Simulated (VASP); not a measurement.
Runs of VASP 6.6.1 on PbS. The structure is that of space group Cmcm (No. 63), or close to it. The cells are those of the table. 

```csv
task,level,potentials or basis,cell,k mesh,cutoff (eV),smearing,gap on the mesh (eV),pressure (GPa),largest force (eV/Å)
single point,r2SCAN+rVV10,"VASP PAW PBE potentials, release 64 (Pb_d, S)","a = 6.222, b = 6.222, c = 4.260 Å, angles 90.0, 90.0, 141.3°, 4 atoms",6 × 6 × 6,520,fermi-dirac 0.02 eV,1.40,0.1,0.01
single point,PBE+D4,"VASP PAW PBE potentials, release 64 (Pb_d, S)","a = 6.171, b = 6.171, c = 4.271 Å, angles 90.0, 90.0, 141.1°, 4 atoms",6 × 6 × 6,520,fermi-dirac 0.02 eV,1.23,-0.1,0.01
single point,PBE+D3(BJ),"VASP PAW PBE potentials, release 64 (Pb_d, S)","a = 6.169, b = 6.169, c = 4.269 Å, angles 90.0, 90.0, 141.1°, 4 atoms",6 × 6 × 6,520,fermi-dirac 0.02 eV,1.22,-0.1,-
relaxation of cell and atoms,PBE+D4,"VASP PAW PBE potentials, release 64 (Pb_d, S)","relaxed from a = 6.169, b = 6.169, c = 4.269 Å, angles 90.0, 90.0, 141.1°, 4 atoms",6 × 6 × 6,600,fermi-dirac 0.02 eV,1.23,0.0,-
single point,PBE,"VASP PAW PBE potentials, release 64 (Pb_d, S)","a = 6.222, b = 6.222, c = 4.260 Å, angles 90.0, 90.0, 141.3°, 4 atoms",4 × 4 × 4,520,gaussian 0.01 eV,1.26,2.0,0.09
single point,r2SCAN,"VASP PAW PBE potentials, release 64 (Pb_d, S)","a = 6.222, b = 6.222, c = 4.260 Å, angles 90.0, 90.0, 141.3°, 4 atoms",6 × 6 × 6,520,gaussian 0.01 eV,1.43,1.0,(a)
single point,LDA,"VASP PAW LDA potentials, release 64 (Pb_d, S)","a = 6.222, b = 6.222, c = 4.260 Å, angles 90.0, 90.0, 141.3°, 4 atoms",6 × 6 × 6,520,gaussian 0.01 eV,(b),(c),0.09
```

Alike in all rows: no spin polarisation.

Problem. Estimate the missing entries.

Solution. (a) 0.02; (b) 1.03; (c) -2.7.

Caveats: spin-orbit coupling is left out, which moves the levels of the heavy elements; the PAW data sets were made with another functional, which shifts forces and pressure a little (some runs).

A k mesh can miss the band edges, and the runs leave out spin-orbit coupling on Pb.
